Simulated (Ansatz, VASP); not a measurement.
Bi in VASP and in Ansatz

```
Bi
1.0
     4.55800    0.00000    0.00000
    -2.27900    3.94734    0.00000
     0.00000    0.00000   28.00000
Bi
2
Direct
  0.33333 0.66667 0.54621
  0.66667 0.33333 0.45379
```

Alike in both runs: task single point; functional PBE; k mesh 9 × 9 × 1; occupations gaussian, width 0.02 eV; no spin polarisation.

|  | VASP | Ansatz |
| --- | --- | --- |
| version | VASP 6.6.1 | Ansatz 0.2.0 |
| potentials or method | VASP PAW PBE potentials, release 64 (Bi_d), cutoff 520 eV | scalar-relativistic, plane waves, PAW |
| valence electrons in the cell | 30 | 30 |

Ansatz gave:

| Quantity | Value |
| --- | --- |
| gap on the k mesh at the Fermi level (eV) | none |
| rms of the force components (eV/Å) | 1.485 |

Estimate VASP's values.

gap on the k mesh at the Fermi level (eV): none; rms of the force components (eV/Å): 1.483.

Atom by atom the forces differ by 0.001 eV/Å (rms over components). A gap of «none» marks a metal or a gap that the smearing closes.

Spin-orbit coupling is off throughout.
